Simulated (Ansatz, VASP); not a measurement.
# Bi: VASP beside Ansatz

Contents of INCAR:

```
PREC     = Accurate       # precision mode
ENCUT    = 520            # plane-wave cutoff, eV
EDIFF    = 1E-6           # SCF threshold, eV
ISMEAR   = -1             # smearing method
SIGMA    = 0.05           # smearing width, eV
LREAL    = False          # projectors in reciprocal space
LASPH    = True           # aspherical terms in the spheres
NELM     = 80             # most SCF steps
ALGO     = Normal         # electronic algorithm
ISIF     = 2              # what is computed and relaxed
LWAVE    = False          # write WAVECAR
LCHARG   = False          # write CHGCAR
GGA      = PS             # functional
NBANDS   = 14             # bands
```

File KPOINTS:

```
Automatic mesh
0
Gamma
  8 8 8
```

The input POSCAR:

```
Bi
1.0
   -1.9814305318      1.9814305318      2.0210591424
    1.9814305318     -1.9814305318      2.0210591424
    1.9814305318      1.9814305318     -2.0210591424
Bi
1
Direct
    0.0000000000      0.0000000000      0.0000000000
```

The input input.yaml:

```yaml
crystal:
  lattice:
    - [-1.9814305318, 1.9814305318, 2.0210591424]
    - [1.9814305318, -1.9814305318, 2.0210591424]
    - [1.9814305318, 1.9814305318, -2.0210591424]
  atoms:
    - { symbol: Bi, position: [0.0, 0.0, 0.0] }
hamiltonian:
  xc: pbesol
  pseudopotentials: { kind: paw }
kpoints:
  mp_grid: { grid: [8, 8, 8] }
  band_path:
    path:
      - [[0.0, 0.0, 0.0], [0.0, 0.0, 0.5], [-0.4805843906, 0.4805843906, 0.5], [-0.4902921953, 0.4902921953, 0.4902921953], [0.0, 0.0, 0.0], [0.5, 0.5, -0.5], [0.4902921953, 0.5097078047, -0.4902921953], [0.0, 0.5, 0.0], [0.25, 0.25, 0.25], [0.5, 0.5, -0.4805843906], [0.5, 0.5, -0.5]]
      - [[0.0, 0.0, 0.5], [0.25, 0.25, 0.25]]
    npoints: 14
scf:
  occupations: { method: fermi_dirac, width: 0.05 }
  n_extra_bands: 6
output:
  forces: true
  stress: true
  eigenvalues: true
  fatbands: false
```

Alike in both runs: functional PBEsol; k mesh 8 × 8 × 8; occupations fermi-dirac, width 0.05 eV; no spin polarisation.

|  | VASP | Ansatz |
| --- | --- | --- |
| version | VASP 6.6.1 | Ansatz 0.2.0 |
| potentials or method | VASP PAW PBE potentials, release 64 (Bi_d) | Ansatz PAW |
| plane-wave cutoff (eV) | 520 | 420 |
| valence electrons in the cell | 15 | 15 |
| task | single point | band structure |

|  | VASP | Ansatz | Ansatz less VASP |
| --- | --- | --- | --- |
| gap on the k mesh at the Fermi level (eV) | none | none | - |
| pressure (GPa) | -3.2 | -3.2 | +0.07 |
| traceless stress, the component that is largest in VASP (GPa) | -0.80 | -0.80 | 0.000 |

VASP's potentials were made for PBE, not for PBEsol. A gap of «none» marks a metal or a gap that the smearing closes.

Neither program's run includes spin-orbit coupling.
